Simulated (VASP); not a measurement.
# Rh6N in VASP: single point with PBE+D3(BJ)

Aim: the single point of Rh6N with PBE+D3(BJ).

Everything below comes from runs of VASP 6.6.1. Logs are shortened: lines on timing, memory, paths and dates and some standing lists are left out, and cuts for length are marked.

### 1 The cell of the first run

The cell holds a slab with vacuum, 14 atoms: a = 5.365 Å, b = 5.365 Å, c = 22.487 Å, α = 90.00°, β = 90.00°, γ = 90.00°.

### 2 Single point, PBE+D3(BJ)

Contents of INCAR:

```
PREC = Accurate
ENCUT = 520
EDIFF = 1E-7
ISMEAR = 0
SIGMA = 0.1
LREAL = F
LASPH = T
NELM = 60
ALGO = Normal
ISIF = 2
LWAVE = F
LCHARG = F
LDIPOL = T
IDIPOL = 3
DIPOL = 0.5 0.5 0.295
GGA = PE
IVDW = 12
NBANDS = 108
```

Contents of KPOINTS:

```
regular mesh
0
Gamma
  5 5 1
```

Contents of POSCAR:

```
Rh6N
1.0
    5.3650160441      0.0000000000      0.0000000000
    0.0000000000      5.3650160441      0.0000000000
    0.0000000000      0.0000000000     22.4874012803
Rh N
12 2
Direct
    0.2500000000      0.2500000000      0.1778773790
    0.2500000000      0.7500000000      0.1778773790
    0.7500000000      0.2500000000      0.1778773790
    0.7500000000      0.7500000000      0.1778773790
    0.0000000000      0.0000000000      0.2598726471
    0.0000000000      0.5000000000      0.2598726471
    0.5000000000      0.0000000000      0.2598726471
    0.5000000000      0.5000000000      0.2598726471
    0.2500000000      0.2500000000      0.3418536977
    0.2500000000      0.7500000000      0.3418536977
    0.7500000000      0.2500000000      0.3418536977
    0.7500000000      0.7500000000      0.3418536977
    0.4166666667      0.4166666667      0.4797086665
    0.4166666667      0.4166666667      0.5286249457
```

Potentials or basis: VASP PAW PBE potentials, release 64 (Rh_pv, N).

Command:

```bash
$ cat potpaw_PBE.64/Rh_pv/POTCAR potpaw_PBE.64/N/POTCAR > POTCAR
$ mpirun -np 1 vasp_std > vasp.out
```

OUTCAR:

```text
PREC = Accurate
   ENCUT = 520
   EDIFF = 1E-7
   ISMEAR = 0
   LREAL = F
   LASPH = T
   NELM = 60
   ISIF = 2
   GGA = PE
   IVDW = 12
 IVDW          = 12

 ion  position               nearest neighbor table
   1  0.250  0.250  0.178-   5 2.65   6 2.65   7 2.65   8 2.65   2 2.68   3 2.68   2 2.68   3 2.68

   2  0.250  0.750  0.178-   5 2.65   6 2.65   7 2.65   8 2.65   1 2.68   4 2.68   1 2.68   4 2.68

   3  0.750  0.250  0.178-   5 2.65   6 2.65   7 2.65   8 2.65   1 2.68   4 2.68   4 2.68   1 2.68
[... 15 lines left out ...]
  11  0.750  0.250  0.342-   5 2.65   6 2.65   7 2.65   8 2.65   9 2.68  12 2.68  12 2.68   9 2.68

  12  0.750  0.750  0.342-   5 2.65   6 2.65   7 2.65   8 2.65  10 2.68  11 2.68  11 2.68  10 2.68

  13  0.417  0.417  0.480-  14 1.10
  14  0.417  0.417  0.529-  13 1.10

  LATTYP: Found a simple tetragonal cell.
 ALAT       =     5.3650160441
 C/A-ratio  =     4.1914881699

  Lattice vectors:

 A1 = (   5.3650160441,   0.0000000000,   0.0000000000)
 A2 = (   0.0000000000,   5.3650160441,   0.0000000000)
 A3 = (   0.0000000000,   0.0000000000,  22.4874012803)

Analysis of symmetry for initial positions (statically):
=====================================================================
 Subroutine PRICEL returns:
 Original cell was already a primitive cell.

 Routine SETGRP: Setting up the symmetry group for a
 simple tetragonal supercell.

 Subroutine GETGRP returns: Found  2 space group operations
 (whereof  2 operations were pure point group operations)
 out of a pool of 16 trial point group operations.

The static configuration has the point symmetry C_1h.

Analysis of symmetry for dynamics (positions and initial velocities):
=====================================================================
 Subroutine PRICEL returns:
 Original cell was already a primitive cell.

 Routine SETGRP: Setting up the symmetry group for a
 simple tetragonal supercell.

 Subroutine GETGRP returns: Found  2 space group operations
 (whereof  2 operations were pure point group operations)
 out of a pool of 16 trial point group operations.

The dynamic configuration has the point symmetry C_1h.

 Subroutine INISYM returns: Found  2 space group operations
 (whereof  2 operations are pure point group operations),
 and found     1 'primitive' translations

----------------------------------------------------------------------------------------

                                     Primitive cell

  volume of cell :     647.2638

  direct lattice vectors                    reciprocal lattice vectors
     5.365016044  0.000000000  0.000000000     0.186392732  0.000000000  0.000000000
     0.000000000  5.365016044  0.000000000     0.000000000  0.186392732  0.000000000
     0.000000000  0.000000000 22.487401280     0.000000000  0.000000000  0.044469345

  length of vectors
     5.365016044  5.365016044 22.487401280     0.186392732  0.186392732  0.044469345

  position of ions in fractional coordinates (direct lattice)
     0.250000000  0.250000000  0.177877379
     0.250000000  0.750000000  0.177877379
     0.750000000  0.250000000  0.177877379
     0.750000000  0.750000000  0.177877379
     0.000000000  0.000000000  0.259872647
     0.000000000  0.500000000  0.259872647
     0.500000000  0.000000000  0.259872647
     0.500000000  0.500000000  0.259872647
     0.250000000  0.250000000  0.341853698
     0.250000000  0.750000000  0.341853698
     0.750000000  0.250000000  0.341853698
     0.750000000  0.750000000  0.341853698
     0.416666667  0.416666667  0.479708667
     0.416666667  0.416666667  0.528624946

  ion indices of the primitive-cell ions
   primitive index   ion index
                 1           1
                 2           2
                 3           3
                 4           4
                 5           5
                 6           6
                 7           7
                 8           8
                 9           9
                10          10
                11          11
                12          12
                13          13
                14          14

----------------------------------------------------------------------------------------

 KPOINTS: regular mesh

Automatic generation of k-mesh.
 Grid dimensions read from file:
 generate k-points for:    5    5    1

 Generating k-lattice:

  Cartesian coordinates                     Fractional coordinates (reciprocal lattice)
     0.037278546  0.000000000  0.000000000     0.200000000  0.000000000  0.000000000
     0.000000000  0.037278546  0.000000000     0.000000000  0.200000000  0.000000000
     0.000000000  0.000000000  0.044469345     0.000000000  0.000000000  1.000000000

  Length of vectors
     0.037278546  0.037278546  0.044469345

  Shift w.r.t. Gamma in fractional coordinates (k-lattice)
     0.000000000  0.000000000  0.000000000

 Subroutine IBZKPT returns following result:
 ===========================================

 Found      9 irreducible k-points:

 Following reciprocal coordinates:
            Coordinates               Weight
  0.000000  0.000000  0.000000      1.000000
  0.200000  0.000000  0.000000      4.000000
  0.400000  0.000000  0.000000      4.000000
  0.200000  0.200000  0.000000      2.000000
 -0.200000  0.200000  0.000000      2.000000
  0.400000  0.200000  0.000000      4.000000
 -0.200000  0.400000  0.000000      4.000000
  0.400000  0.400000  0.000000      2.000000
 -0.400000  0.400000  0.000000      2.000000
   k-points           NKPTS =      9   k-points in BZ     NKDIM =      9   number of bands    NBANDS=    108
   number of dos      NEDOS =    301   number of ions     NIONS =     14
   total plane-waves  NPLWV = 268800
   dimension x,y,z NGX =    40 NGY =   40 NGZ =  168
   dimension x,y,z NGXF=    80 NGYF=   80 NGZF=  336
   ions per type =              12   2
   NGX,Y,Z   is equivalent  to a cutoff of  12.39, 12.39, 12.42 a.u.
   NGXF,Y,Z  is equivalent  to a cutoff of  24.79, 24.79, 24.84 a.u.
 SYSTEM =  unknown system
   PREC   = accura    normal or accurate (medium, high low for compatibility)
   ISTART =      0    job   : 0-new  1-cont  2-samecut
   ICHARG =      2    charge: 1-file 2-atom 10-const
   ISPIN  =      1    spin polarized calculation?
   LNONCOLLINEAR =      F non collinear calculations
   LSORBIT =      F    spin-orbit coupling
   LASPH  =      T    aspherical Exc in radial PAW
   ENCUT  =  520.0 eV  38.22 Ry    6.18 a.u.   9.98  9.98 41.81*2*pi/ulx,y,z
   NELM   =     60;   NELMIN=  2; NELMDL= -5     # of ELM steps
   EDIFF  = 0.1E-06   stopping-criterion for ELM
   LREAL  =      F    real-space projection
   EDIFFG = 0.1E-05   stopping-criterion for IOM
   NSW    =      0    number of steps for IOM
   IBRION =     -1    ionic relax: 0-MD 1-quasi-New 2-CG
   NFREE  =      0    steps in history (QN), initial steepest desc. (CG)
   ISIF   =      2    stress and relaxation
   ISYM   =      2    0-nonsym 1-usesym 2-fastsym
   POTIM  = 0.5000    time-step for ionic-motion
   TEBEG  =    0.0;   TEEND  =   0.0 temperature during run
   PSTRESS=    0.0 pullay stress
   NELECT =     190.0000    total number of electrons
   NUPDOWN=      -1.0000    fix difference up-down
   EMIN   =  10.00;   EMAX   =-10.00  energy-range for DOS
   EFERMI =   0.00;   METHOD = LEGACY
   ISMEAR =     0;   SIGMA  =   0.10  broadening in eV -4-tet -1-fermi 0-gaus
   EFERMI_NEDOS =   21; number of points for ismear=-14 and -15
   IALGO  =     38    algorithm
   IMIX   =      4    mixing-type and parameters
     AMIX     =   0.40;   BMIX     =  1.00
     AMIX_MAG =   1.60;   BMIX_MAG =  1.00
  volume/ion in A,a.u.               =      46.23       312.00
  Fermi-wavevector in a.u.,A,eV,Ry     =   1.088008  2.056038 16.106064  1.183762
  Thomas-Fermi vector in A             =   2.224180
   LORBIT       =      0    0 simple, 1 ext, 2 COOP (PROOUT), +10 PAW based schemes
   GGA     = PE    functional components
   LHFCALC =     F    Hartree Fock is set to
   AEXX    =    0.0000 exact exchange contribution
   IVDW    =    12    specifies the selected vdW correction
   LEPSILON=     F    determine dielectric tensor
   LRPA    =     F    only Hartree local field effects (RPA)
 non-spin polarized calculation
 Gauss-broadening in eV      SIGMA  =   0.10
  energy-cutoff  :      520.00
  volume of cell :      647.26
 maximum number of plane-waves:     17455
   NGX = 19   NGY = 19   NGZ = 83

 dipolmoment           0.000000      0.000000      0.054405 electrons x Angstroem

 number of electron     190.0000011 magnetization

 dipolmoment           0.000000      0.000000     -0.020831 electrons x Angstroem

 Free energy of the ion-electron system (eV)
  ---------------------------------------------------
  ext. energy  EPLUGINS =         0.00000000
  ---------------------------------------------------
  free energy    TOTEN  =       -95.36203360 eV

  energy without entropy =      -95.26057462  energy(sigma->0) =      -95.31130411

 E-fermi :  -0.3094     XC(G=0):  -4.9208

 val. band max:       -0.3112604239   @ k =   0.2000   0.0000   0.0000
 cond. band min:      -0.2986771208   @ k =   0.2000   0.0000   0.0000
 fundamental gap:      0.0125833031
 Fermi energy:        -0.3093595427

 k-point     1 :       0.0000    0.0000    0.0000
  band No.  band energies     occupation
      1     -47.3960      2.00000
      2     -47.3946      2.00000
      3     -47.3367      2.00000
      4     -47.3366      2.00000
      5     -47.2080      2.00000
      6     -47.1943      2.00000
[... 979 lines left out ...]
    106       0.6858      0.00000
    107       1.4749      0.00000
 [bands above 107 left out]

------------------------ aborting loop because EDIFF is reached ----------------------------------------

 vacuum level on the upper side and lower side of the slab       (xc-potential included)        -0.082         0.032

 Edisp (eV)   -4.97517

 E8    (eV) :    -2.3247

  FORCE on cell =-STRESS in cart. coord.  units (eV):
  Direction    XX          YY          ZZ          XY          YZ          ZX
  --------------------------------------------------------------------------------------
  -------------------------------------------------------------------------------------
  Total      -8.13355    -8.13355     1.96013    -0.01494    -0.07545    -0.07545
  in kB     -20.13305   -20.13305     4.85192    -0.03697    -0.18677    -0.18677
  external pressure =      -11.80 kB  Pullay stress =        0.00 kB

 VOLUME and BASIS-vectors are now :
 -----------------------------------------------------------------------------
  energy-cutoff  :      520.00
  volume of cell :      647.26
      direct lattice vectors                 reciprocal lattice vectors
     5.365016044  0.000000000  0.000000000     0.186392732  0.000000000  0.000000000
     0.000000000  5.365016044  0.000000000     0.000000000  0.186392732  0.000000000
     0.000000000  0.000000000 22.487401280     0.000000000  0.000000000  0.044469345

 POSITION                                       TOTAL-FORCE (eV/Angst)
 -----------------------------------------------------------------------------------
      1.34125      1.34125      4.00000        -0.000149     -0.000149      0.024200
      1.34125      4.02376      4.00000        -0.005740      0.001712      0.019619
      4.02376      1.34125      4.00000         0.001712     -0.005740      0.019619
      4.02376      4.02376      4.00000         0.007664      0.007664      0.024449
      0.00000      0.00000      5.84386         0.011343      0.011343      0.001158
      0.00000      2.68251      5.84386        -0.007496     -0.001369     -0.022031
      2.68251      0.00000      5.84386        -0.001369     -0.007496     -0.022031
      2.68251      2.68251      5.84386         0.007197      0.007197     -0.002815
      1.34125      1.34125      7.68740        -0.025337     -0.025337      0.023480
      1.34125      4.02376      7.68740        -0.004044      0.030746     -0.029347
      4.02376      1.34125      7.68740         0.030746     -0.004044     -0.029347
      4.02376      4.02376      7.68740         0.001522      0.001522     -0.002864
      2.23542      2.23542     10.78740        -0.020347     -0.020347     -2.206623
      2.23542      2.23542     11.88740         0.004299      0.004299      2.202531
 -----------------------------------------------------------------------------------
    total drift:                               -0.000057     -0.000057     -0.000904

  FREE ENERGIE OF THE ION-ELECTRON SYSTEM (eV)
  ---------------------------------------------------
  free  energy   TOTEN  =      -100.3372023041 eV

  energy  without entropy=     -100.2357433256  energy(sigma->0) =     -100.28647281

 vacuum level on the upper side and lower side of the slab         4.485         4.613
```

Wall time 54 min (1 thread of Intel Xeon 8259CL, shared host); peak memory 0.83 GiB.

What came out:

* Free energy: -100.3372 eV
* Largest force: 2.207 eV/Å
* Band gap on the k mesh: zero (bands 95 and 96 overlap by 0.70 eV)
* Dispersion energy per atom: -0.355 eV

Forces on the atoms (eV/Å):
```
Rh   0.000  0.000  0.024
Rh  -0.006  0.002  0.020
Rh   0.002 -0.006  0.020
Rh   0.008  0.008  0.024
Rh   0.011  0.011  0.001
Rh  -0.007 -0.001 -0.022
Rh  -0.001 -0.007 -0.022
Rh   0.007  0.007 -0.003
Rh  -0.025 -0.025  0.023
Rh  -0.004  0.031 -0.029
Rh   0.031 -0.004 -0.029
Rh   0.002  0.002 -0.003
N   -0.020 -0.020 -2.207
N    0.004  0.004  2.203
```

Caveat: the standard files for N, O and F lose accuracy on very short bonds.
